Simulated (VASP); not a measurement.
Input of a VASP 6.6.1 run:

The input INCAR:

```
ALGO = Normal ; EDIFF = 1E-6
ENCUT = 520 ; GGA = PE
ISIF = 2 ; ISMEAR = 0
ISYM = 0 ; IVDW = 12
LASPH = True ; LCHARG = False
LREAL = Auto ; LWAVE = False
NBANDS = 54 ; NELM = 100
PREC = Accurate ; SIGMA = 0.1
```

File KPOINTS:

```
Automatic mesh
0
Gamma
  4 4 4
  0.5 0.5 0.5
```

POSCAR

```
P
1.0
   -6.7660401724      0.0000000000      0.0000000000
   -3.3830200862      5.0303300746      3.7178882716
   -3.3830200862      5.0303300746     -3.7178882716
P
16
Direct
    0.1250000000      0.4016545550      0.8483454450
    0.1250000000      0.4016545550      0.3483454450
    0.6250000000      0.4016545550      0.8483454450
    0.6250000000      0.4016545550      0.3483454450
    0.1250000000      0.9016545550      0.8483454450
    0.1250000000      0.9016545550      0.3483454450
    0.6250000000      0.9016545550      0.8483454450
    0.6250000000      0.9016545550      0.3483454450
    0.3750000000      0.0983454450      0.1516545550
    0.3750000000      0.0983454450      0.6516545550
    0.8750000000      0.0983454450      0.1516545550
    0.8750000000      0.0983454450      0.6516545550
    0.3750000000      0.5983454450      0.1516545550
    0.3750000000      0.5983454450      0.6516545550
    0.8750000000      0.5983454450      0.1516545550
    0.8750000000      0.5983454450      0.6516545550
```

Potentials or basis: VASP PAW PBE potentials, release 64 (P).

Run with:

```sh
$ cat potpaw_PBE.64/P/POTCAR > POTCAR
$ mpirun -np 1 vasp_std > vasp.out
```

(1) What does it give for the dispersion energy per atom?

(2) What does it give for the band gap on the k mesh?

## Answers

(1) -0.447 eV.

(2) zero (bands 40 and 41 overlap by 0.23 eV).
